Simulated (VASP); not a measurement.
# CdSe (P6_3mc) in VASP: a series of runs

The runs below take CdSe through single point, with PBE.

All numbers are computed with VASP 6.6.1; they aren't measurements. Logs are shortened: lines on timing, memory, paths and dates and some standing lists are left out, and cuts for length are marked.

### 1 The cell of the first run

It takes space group P6_3mc (No. 186, hexagonal). Conventional cell: a = 4.538 Å, b = 4.538 Å, c = 6.295 Å, α = 90.00°, β = 90.00°, γ = 120.00°. Within 3.1 Å of Cd (site symmetry 3m) lie 4 Se at 2.36 to 2.74 Å. Se (site symmetry 3m) has 4 Cd at 2.36 to 2.74 Å within 3.1 Å.

### 2 Single point, PBE

INCAR reads:

```
SYSTEM = CdSe
ALGO     = Normal         ! electronic algorithm
EDIFF    = 1E-6           ! SCF threshold, eV
ENCUT    = 520            ! plane-wave cutoff, eV
GGA      = PE             ! functional
ISIF     = 2              ! what is computed and relaxed
ISMEAR   = 0              ! smearing method
LASPH    = .TRUE.         ! aspherical terms in the spheres
LCHARG   = .FALSE.        ! write CHGCAR
LREAL    = .FALSE.        ! projectors in reciprocal space
LWAVE    = .FALSE.        ! write WAVECAR
NBANDS   = 26             ! bands
NELM     = 100            ! most SCF steps
PREC     = Accurate       ! precision mode
SIGMA    = 0.05           ! smearing width, eV
```

KPOINTS reads:

```
k-points
0
G
  12 12 4
  0 0 0
```

POSCAR reads:

```
CdSe
1.0
    4.5377853342      0.0000000000      0.0000000000
   -2.2688926671      3.9298373763      0.0000000000
    0.0000000000      0.0000000000      6.2948590124
Cd Se
2 2
Direct
    0.6666666667      0.3333333333      0.0000000000
    0.3333333333      0.6666666667      0.5000000000
    0.6666666667      0.3333333333      0.3750000000
    0.3333333333      0.6666666667      0.8750000000
```

Potentials or basis: VASP PAW PBE potentials, release 64 (Cd, Se).

Started as:

```
cat potpaw_PBE.64/Cd/POTCAR potpaw_PBE.64/Se/POTCAR > POTCAR
mpirun -np 1 vasp_std > vasp.out
```

OUTCAR:

```text
SYSTEM = CdSe
   EDIFF = 1E-6
   ENCUT = 520
   GGA = PE
   ISIF = 2
   ISMEAR = 0
   LASPH = .TRUE.
   LREAL = .FALSE.
   NELM = 100
   PREC = Accurate

 ion  position               nearest neighbor table
   1  0.667  0.333  0.000-   3 2.36   4 2.74   4 2.74   4 2.74
   2  0.333  0.667  0.500-   4 2.36   3 2.74   3 2.74   3 2.74
   3  0.667  0.333  0.375-   1 2.36   2 2.74   2 2.74   2 2.74
   4  0.333  0.667  0.875-   2 2.36   1 2.74   1 2.74   1 2.74

  LATTYP: Found a hexagonal cell.
 ALAT       =     4.5377853342
 C/A-ratio  =     1.3872095194

  Lattice vectors:

 A1 = (   4.5377853342,   0.0000000000,   0.0000000000)
 A2 = (  -2.2688926671,   3.9298373763,   0.0000000000)
 A3 = (   0.0000000000,   0.0000000000,   6.2948590124)

Analysis of symmetry for initial positions (statically):
=====================================================================
 Subroutine PRICEL returns:
 Original cell was already a primitive cell.

 Routine SETGRP: Setting up the symmetry group for a
 hexagonal supercell.

 Subroutine GETGRP returns: Found 12 space group operations
 (whereof  6 operations were pure point group operations)
 out of a pool of 24 trial point group operations.

The static configuration has the point symmetry C_3v.
 The point group associated with its full space group is C_6v.

Analysis of symmetry for dynamics (positions and initial velocities):
=====================================================================
 Subroutine PRICEL returns:
 Original cell was already a primitive cell.

 Routine SETGRP: Setting up the symmetry group for a
 hexagonal supercell.

 Subroutine GETGRP returns: Found 12 space group operations
 (whereof  6 operations were pure point group operations)
 out of a pool of 24 trial point group operations.

The dynamic configuration has the point symmetry C_3v.
 The point group associated with its full space group is C_6v.

 Subroutine INISYM returns: Found 12 space group operations
 (whereof  6 operations are pure point group operations),
 and found     1 'primitive' translations

----------------------------------------------------------------------------------------

                                     Primitive cell

  volume of cell :     112.2547

  direct lattice vectors                    reciprocal lattice vectors
     4.537785334  0.000000000  0.000000000     0.220371817  0.127231728  0.000000000
    -2.268892667  3.929837376  0.000000000     0.000000000  0.254463456  0.000000000
     0.000000000  0.000000000  6.294859012     0.000000000  0.000000000  0.158859793

  length of vectors
     4.537785334  4.537785334  6.294859012     0.254463456  0.254463456  0.158859793

  position of ions in fractional coordinates (direct lattice)
     0.666666667  0.333333333  0.000000000
     0.333333333  0.666666667  0.500000000
     0.666666667  0.333333333  0.375000000
     0.333333333  0.666666667  0.875000000

  ion indices of the primitive-cell ions
   primitive index   ion index
                 1           1
                 2           2
                 3           3
                 4           4

----------------------------------------------------------------------------------------

 KPOINTS: k-points

Automatic generation of k-mesh.
 Grid dimensions read from file:
 generate k-points for:   12   12    4

 Generating k-lattice:

  Cartesian coordinates                     Fractional coordinates (reciprocal lattice)
     0.018364318  0.010602644  0.000000000     0.083333333 -0.000000000  0.000000000
     0.000000000  0.021205288  0.000000000     0.000000000  0.083333333  0.000000000
     0.000000000  0.000000000  0.039714948     0.000000000  0.000000000  0.250000000

  Length of vectors
     0.021205288  0.021205288  0.039714948

  Shift w.r.t. Gamma in fractional coordinates (k-lattice)
     0.000000000  0.000000000  0.000000000

 Subroutine IBZKPT returns following result:
 ===========================================

 Found     57 irreducible k-points:

 Following reciprocal coordinates:
            Coordinates               Weight
  0.000000  0.000000  0.000000      1.000000
  0.083333 -0.000000  0.000000      6.000000
  0.166667  0.000000  0.000000      6.000000
  0.250000 -0.000000  0.000000      6.000000
  0.333333 -0.000000  0.000000      6.000000
  0.416667 -0.000000  0.000000      6.000000
[... 16 lines left out ...]
  0.250000 -0.000000  0.250000     12.000000
  0.333333 -0.000000  0.250000     12.000000
 [... further k-points ...]
   k-points           NKPTS =     57   k-points in BZ     NKDIM =     57   number of bands    NBANDS=     26
   number of dos      NEDOS =    301   number of ions     NIONS =      4
   total plane-waves  NPLWV =  62208
   dimension x,y,z NGX =    36 NGY =   36 NGZ =   48
   dimension x,y,z NGXF=    72 NGYF=   72 NGZF=   96
   ions per type =               2   2
   NGX,Y,Z   is equivalent  to a cutoff of  13.19, 13.19, 12.68 a.u.
   NGXF,Y,Z  is equivalent  to a cutoff of  26.38, 26.38, 25.35 a.u.
 SYSTEM =  CdSe
   PREC   = accura    normal or accurate (medium, high low for compatibility)
   ISTART =      0    job   : 0-new  1-cont  2-samecut
   ICHARG =      2    charge: 1-file 2-atom 10-const
   ISPIN  =      1    spin polarized calculation?
   LNONCOLLINEAR =      F non collinear calculations
   LSORBIT =      F    spin-orbit coupling
   LASPH  =      T    aspherical Exc in radial PAW
   ENCUT  =  520.0 eV  38.22 Ry    6.18 a.u.   8.44  8.44 11.70*2*pi/ulx,y,z
   NELM   =    100;   NELMIN=  2; NELMDL= -5     # of ELM steps
   EDIFF  = 0.1E-05   stopping-criterion for ELM
   LREAL  =      F    real-space projection
   EDIFFG = 0.1E-04   stopping-criterion for IOM
   NSW    =      0    number of steps for IOM
   IBRION =     -1    ionic relax: 0-MD 1-quasi-New 2-CG
   NFREE  =      0    steps in history (QN), initial steepest desc. (CG)
   ISIF   =      2    stress and relaxation
   ISYM   =      2    0-nonsym 1-usesym 2-fastsym
   POTIM  = 0.5000    time-step for ionic-motion
   TEBEG  =    0.0;   TEEND  =   0.0 temperature during run
   PSTRESS=    0.0 pullay stress
   NELECT =      36.0000    total number of electrons
   NUPDOWN=      -1.0000    fix difference up-down
   EMIN   =  10.00;   EMAX   =-10.00  energy-range for DOS
   EFERMI =   0.00;   METHOD = LEGACY
   ISMEAR =     0;   SIGMA  =   0.05  broadening in eV -4-tet -1-fermi 0-gaus
   EFERMI_NEDOS =   21; number of points for ismear=-14 and -15
   IALGO  =     38    algorithm
   IMIX   =      4    mixing-type and parameters
     AMIX     =   0.40;   BMIX     =  1.00
     AMIX_MAG =   1.60;   BMIX_MAG =  1.00
  volume/ion in A,a.u.               =      28.06       189.38
  Fermi-wavevector in a.u.,A,eV,Ry     =   1.120575  2.117579 17.084668  1.255688
  Thomas-Fermi vector in A             =   2.257222
   LORBIT       =      0    0 simple, 1 ext, 2 COOP (PROOUT), +10 PAW based schemes
   GGA     = PE    functional components
   LHFCALC =     F    Hartree Fock is set to
   AEXX    =    0.0000 exact exchange contribution
   IVDW    =     0    specifies the selected vdW correction
   LEPSILON=     F    determine dielectric tensor
   LRPA    =     F    only Hartree local field effects (RPA)
 non-spin polarized calculation
 Gauss-broadening in eV      SIGMA  =   0.05
  energy-cutoff  :      520.00
  volume of cell :      112.25
 maximum number of plane-waves:      3077
 NGX is ok and might be reduce to    36

 number of electron      36.0000004 magnetization

 Free energy of the ion-electron system (eV)
  ---------------------------------------------------
  ext. energy  EPLUGINS =         0.00000000
  ---------------------------------------------------
  free energy    TOTEN  =       -10.16973457 eV

  energy without entropy =      -10.16973457  energy(sigma->0) =      -10.16973457

 E-fermi :   1.1584     XC(G=0):  -8.8671

 val. band max:        0.9256780687   @ k =   0.0833  -0.0000   0.0000
 cond. band min:       1.7101981562   @ k =   0.0000   0.0000   0.0000
 fundamental gap:      0.7845200875
 Fermi energy:         1.1584141156

 k-point     1 :       0.0000    0.0000    0.0000
  band No.  band energies     occupation
      1     -11.7613      2.00000
      2     -11.2595      2.00000
      3      -7.1599      2.00000
      4      -6.9906      2.00000
      5      -6.9906      2.00000
      6      -6.8346      2.00000
[... 18 lines left out ...]
     25       9.0837      0.00000
     26       9.6416      0.00000

 k-point     2 :       0.0833   -0.0000    0.0000
  band No.  band energies     occupation
      1     -11.7437      2.00000
      2     -11.2570      2.00000
      3      -7.1521      2.00000
      4      -6.9888      2.00000
      5      -6.9806      2.00000
      6      -6.8354      2.00000
[... 18 lines left out ...]
     25       9.1455      0.00000
     26       9.2558      0.00000

 k-point     3 :       0.1667    0.0000    0.0000
  band No.  band energies     occupation
      1     -11.6939      2.00000
      2     -11.2516      2.00000
      3      -7.1304      2.00000
      4      -6.9849      2.00000
      5      -6.9528      2.00000
      6      -6.8363      2.00000
[... 18 lines left out ...]
     25       8.5729      0.00000
     26       9.3345      0.00000

 k-point     4 :       0.2500   -0.0000    0.0000
  band No.  band energies     occupation
      1     -11.6212      2.00000
      2     -11.2482      2.00000
      3      -7.0997      2.00000
      4      -6.9820      2.00000
      5      -6.9193      2.00000
      6      -6.8345      2.00000
[... 18 lines left out ...]
     25       9.0267      0.00000
     26       9.4452      0.00000
[... 496 lines left out ...]
      1     -11.6184      2.00000
      2     -11.3027      2.00000
      3      -7.1161      2.00000
      4      -6.9695      2.00000
      5      -6.9427      2.00000
      6      -6.8784      2.00000
[... 18 lines left out ...]
     25       7.9321      0.00000
     26       9.0837      0.00000

 k-point    23 :       0.2500   -0.0000    0.2500
  band No.  band energies     occupation
      1     -11.5545      2.00000
      2     -11.2882      2.00000
      3      -7.0962      2.00000
      4      -6.9605      2.00000
      5      -6.9219      2.00000
      6      -6.8678      2.00000
[... 18 lines left out ...]
     25       8.5316      0.00000
     26       9.1032      0.00000

 k-point    24 :       0.3333   -0.0000    0.2500
  band No.  band energies     occupation
      1     -11.4846      2.00000
      2     -11.2793      2.00000
      3      -7.0759      2.00000
      4      -6.9540      2.00000
      5      -6.9265      2.00000
      6      -6.8533      2.00000
[... 18 lines left out ...]
     25       9.1572      0.00000
     26       9.2167      0.00000

 [... further k-points ...]

------------------------ aborting loop because EDIFF is reached ----------------------------------------

  FORCE on cell =-STRESS in cart. coord.  units (eV):
  Direction    XX          YY          ZZ          XY          YZ          ZX
  --------------------------------------------------------------------------------------
  -------------------------------------------------------------------------------------
  Total       -0.5499805     -0.5499805     14.4657925      0.0000000      0.0000000      0.0000000
  in kB       -7.8497056     -7.8497056    206.4658747      0.0000000      0.0000000      0.0000000
  external PRESSURE =      63.5888212 kB  Pullay stress =       0.0000000 kB

 VOLUME and BASIS-vectors are now :
 -----------------------------------------------------------------------------
  energy-cutoff  :      520.00
  volume of cell :      112.25
      direct lattice vectors                 reciprocal lattice vectors
     4.537785334  0.000000000  0.000000000     0.220371817  0.127231728  0.000000000
    -2.268892667  3.929837376  0.000000000     0.000000000  0.254463456  0.000000000
     0.000000000  0.000000000  6.294859012     0.000000000  0.000000000  0.158859793

 POSITION                                       TOTAL-FORCE (eV/Angst)
 -----------------------------------------------------------------------------------
      2.26889      1.30995      0.00000         0.000000     -0.000000     -2.379048
     -0.00000      2.61989      3.14743        -0.000000      0.000000     -2.379048
      2.26889      1.30995      2.36057         0.000000     -0.000000      2.379048
     -0.00000      2.61989      5.50800        -0.000000      0.000000      2.379048
 -----------------------------------------------------------------------------------
    total drift:                               -0.000000     -0.000000     -0.000115

  FREE ENERGIE OF THE ION-ELECTRON SYSTEM (eV)
  ---------------------------------------------------
  free  energy   TOTEN  =       -10.1697345672 eV

  energy  without entropy=      -10.1697345672  energy(sigma->0) =      -10.16973457
```

It took 3.7 min on 1 thread of Intel Xeon 8259CL, shared host; peak memory 0.34 GiB.

What came out:

```yaml
Free_energy: -10.1697 eV
Pressure: 6.4 GPa
Largest_force: 2.379 eV/Å
Band_gap_on_the_k_mesh: 0.78 eV
```

Forces in eV/Å, atoms in the order of the input:
```
Cd   0.000  0.000 -2.379
Cd   0.000  0.000 -2.379
Se   0.000  0.000  2.379
Se   0.000  0.000  2.379
```

Caveat: the stress differs along the axes, from -1 to 21 GPa; semilocal functionals underestimate gaps, and a narrow one can read as zero; forces of over 1 eV/Å act on the atoms, so gaps and moduli don't describe the material at rest.

### 3 Single point, PBE

This run uses another cell than the first one, of the same volume but with other edges.

INCAR reads:

```
PREC     = Accurate       # precision mode
ENCUT    = 520            # plane-wave cutoff, eV
EDIFF    = 1E-6           # SCF threshold, eV
ISMEAR   = 0              # smearing method
SIGMA    = 0.05           # smearing width, eV
LREAL    = False          # projectors in reciprocal space
LASPH    = True           # aspherical terms in the spheres
NELM     = 100            # most SCF steps
ALGO     = Normal         # electronic algorithm
ISIF     = 2              # what is computed and relaxed
LWAVE    = False          # write WAVECAR
LCHARG   = False          # write CHGCAR
GGA      = PE             # functional
NBANDS   = 26             # bands
```

KPOINTS reads:

```
regular mesh
0
Gamma
  12 12 4
```

POSCAR reads:

```
CdSe
1.0
    4.0450432894      0.0000000000      0.0000000000
   -2.0225216447      3.5031102480      0.0000000000
    0.0000000000      0.0000000000      7.9218671398
Cd Se
2 2
Direct
    0.6666666667      0.3333333333      0.0000000000
    0.3333333333      0.6666666667      0.5000000000
    0.6666666667      0.3333333333      0.3750000000
    0.3333333333      0.6666666667      0.8750000000
```

Potentials or basis: VASP PAW PBE potentials, release 64 (Cd, Se).

Started as:

```
cat potpaw_PBE.64/Cd/POTCAR potpaw_PBE.64/Se/POTCAR > POTCAR
mpirun -np 1 vasp_std > vasp.out
```

It took 4.1 min on 1 thread of Intel Xeon 8259CL, shared host; peak memory 0.31 GiB.

It converged, with:

```
Free energy            : -10.3068 eV
Pressure               : 5.9 GPa
Largest force          : 0.888 eV/Å
Band gap on the k mesh : 0.35 eV
```

Forces in eV/Å, atoms in the order of the input:
```
Cd   0.000  0.000  0.888
Cd   0.000  0.000  0.888
Se   0.000  0.000 -0.888
Se   0.000  0.000 -0.888
```

Stress tensor (GPa, compression positive):
```
10.33  0.00  0.00
 0.00 10.33  0.00
 0.00  0.00 -2.98
```

Levels at points of the mesh, in eV from the valence-band top:
```tsv
k point	band 14	band 15	band 16	band 17	band 18	band 19	band 20	band 21	band 22	band 23
(0.00, 0.00, 0.00)	-1.05	-0.40	-0.40	0.00	0.00	0.35	2.84	4.84	6.25	6.43
(0.50, 0.00, 0.00)	-4.28	-2.74	-1.65	-1.61	-1.04	2.45	3.65	4.03	4.50	6.39
(0.00, 0.00, 0.50)	-3.25	-0.21	-0.21	-0.21	-0.21	2.36	2.36	5.00	5.00	6.74
(0.50, 0.00, 0.50)	-4.57	-1.92	-1.92	-1.36	-1.36	2.34	2.34	4.57	4.57	7.04
```

Caveat: the stress differs along the axes, from -3 to 10 GPa; semilocal functionals underestimate gaps, and a narrow one can read as zero. A k mesh can miss the band edges.
